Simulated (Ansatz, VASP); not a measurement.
# Lu3BeH3 in VASP and in Ansatz

```xyz
7
Lattice="5.0199 0.0000 0.0000 0.0000 5.0199 0.0000 0.0000 0.0000 5.0199" Properties=species:S:1:pos:R:3 pbc="T T T"
Lu    2.5099    0.0000    0.0000
Lu    0.0000    2.5099    0.0000
Lu    0.0000    0.0000    2.5099
Be    0.0000    0.0000    0.0000
H     0.0000    2.5099    2.5099
H     2.5099    0.0000    2.5099
H     2.5099    2.5099    0.0000
```

Alike in both runs: functional PBE; k mesh 8 × 8 × 8; occupations gaussian, width 0.1 eV; no spin polarisation.

Ansatz relaxed the structure, and its values are those at the end. VASP's run is a single point on that final structure, the one shown.

```csv
,VASP,Ansatz
version,VASP 6.6.1,Ansatz 0.2.0
potentials or method,"VASP PAW PBE potentials, release 64 (Lu, Be, H), cutoff 520 eV","scalar-relativistic, plane waves, PAW"
valence electrons in the cell,80,80
```

|  | VASP | Ansatz | Ansatz less VASP |
| --- | --- | --- | --- |
| gap on the k mesh at the Fermi level (eV) | none | none | - |
| pressure (GPa) | 0.1 | 0.0 | -0.13 |

A gap of «none» marks a metal or a gap that the smearing closes. The functional is the same, so the differences come from potentials, cutoffs and numerics.

Spin-orbit coupling is off throughout.
